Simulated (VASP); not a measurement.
# MnSb: single point with PBE

Crystal: MnSb.

```
Mn Sb
1.0
     0.00000    2.61611    2.61611
     2.61611    0.00000    2.61611
     2.61611    2.61611    0.00000
Mn Sb
1 1
Cartesian
  0.0000 0.0000 0.0000
  2.6161 2.6161 2.6161
```

This cell differs from its parent crystal: volume scaled by 0.82.

* Program: VASP 6.6.1
* Task: single point
* Functional: PBE
* Potentials or basis: VASP PAW PBE potentials, release 64 (Mn_pv, Sb)
* Cutoff: 520 eV
* k mesh: 12 × 12 × 12
* Occupations: fermi-dirac, width 0.08 eV
* Spin: collinear spin, ferromagnetic start
* Starting moments: [4.0, 0.0] μB
* Dipole correction: no
* Further INCAR settings: ALGO = Normal; EDIFF = 1e-06; NBANDS = 20

The pressure is 16.5 GPa, the net moment is 3.26 μB per cell and the site moments are Mn +3.22; Sb -0.09 μB. The valence electrons inside the program's atomic spheres are Mn 11.72; Sb 2.58.

Levels at points of the mesh, in eV from the Fermi level:
Spin up:
| k point | band 8 | band 9 | band 10 | band 11 | band 12 | band 13 |
| --- | --- | --- | --- | --- | --- | --- |
| (0.00, 0.00, 0.00) | -2.59 | -2.59 | 1.88 | 1.88 | 1.88 | 7.78 |
| (0.50, 0.00, 0.00) | -2.37 | -2.37 | -1.94 | 3.93 | 3.93 | 4.71 |
| (0.50, 0.50, 0.00) | -2.19 | -2.19 | -1.71 | -1.71 | -1.10 | 2.12 |
Spin down:
| k point | band 4 | band 5 | band 6 | band 7 | band 8 | band 9 | band 10 | band 11 |
| --- | --- | --- | --- | --- | --- | --- | --- | --- |
| (0.00, 0.00, 0.00) | -12.74 | -0.21 | -0.21 | -0.21 | -0.16 | -0.16 | 1.94 | 1.94 |
| (0.50, 0.00, 0.00) | -9.93 | -6.61 | -2.42 | -2.42 | 0.67 | 0.67 | 1.00 | 4.78 |
| (0.50, 0.50, 0.00) | -9.49 | -5.50 | -1.56 | -1.56 | -1.48 | 0.25 | 1.05 | 1.05 |

It took 48 s on 1 thread of Intel(R) Xeon(R) 6975P-C (Granite Rapids) (shared host), peak memory 0.22 GiB.

Caveat: spin-orbit coupling is left out, which moves the levels of the heavy elements; a cell with one magnetic atom can't hold antiferromagnetic order, which such compounds often take.
